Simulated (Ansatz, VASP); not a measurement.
**Two plane-wave programs on BeS**

File INCAR:

```
SYSTEM = BeS
PREC = Accurate ; ENCUT = 520
EDIFF = 1E-6 ; ISMEAR = 0
SIGMA = 0.05 ; LREAL = .FALSE.
LASPH = .TRUE. ; NELM = 60
ALGO = Normal ; ISIF = 2
LWAVE = .FALSE. ; LCHARG = .FALSE.
GGA = PS ; NBANDS = 11
```

KPOINTS

```
Automatic mesh
0
G
  10 10 10
  0 0 0
```

Contents of POSCAR:

```
BeS
1.0
    0.0000000000      2.3796308539      2.3796308539
    2.3796308539      0.0000000000      2.3796308539
    2.3796308539      2.3796308539      0.0000000000
Be S
1 1
Direct
    0.0000000000      0.0000000000      0.0000000000
    0.7500000000      0.7500000000      0.7500000000
```

Input for Ansatz:

```yaml
crystal:
  lattice:
    - [0.0, 2.3796308539, 2.3796308539]
    - [2.3796308539, 0.0, 2.3796308539]
    - [2.3796308539, 2.3796308539, 0.0]
  atoms:
    - { symbol: Be, position: [0.0, 0.0, 0.0] }
    - { symbol: S, position: [0.75, 0.75, 0.75] }
basis:
  ecutwfc: 520.0
kpoints:
  mp_grid: { grid: [10, 10, 10] }
hamiltonian:
  xc: pbesol
scf:
  occupations: { method: gaussian, width: 0.05 }
output:
  forces: true
  stress: true
  eigenvalues: true
  write_density: true
  write_potential: true
  elf: true
  volumetric_format: npy
```

Alike in both runs: task single point; functional PBEsol; k mesh 10 × 10 × 10; occupations gaussian, width 0.05 eV; no spin polarisation.

|  | VASP | Ansatz |
| --- | --- | --- |
| version | VASP 6.6.1 | Ansatz 0.2.0 |
| potentials or method | VASP PAW PBE potentials, release 64 (Be, S), cutoff 520 eV | scalar-relativistic, plane waves, PAW |
| valence electrons in the cell | 8 | 8 |

```csv
,VASP,Ansatz,Ansatz less VASP
gap on the k mesh at the Fermi level (eV),2.79,2.79,-0.003
least direct gap on the mesh (eV),5.58,5.55,-0.029
pressure (GPa),5.4,5.2,-0.17
```

VASP's potentials were made for PBE, not for PBEsol.
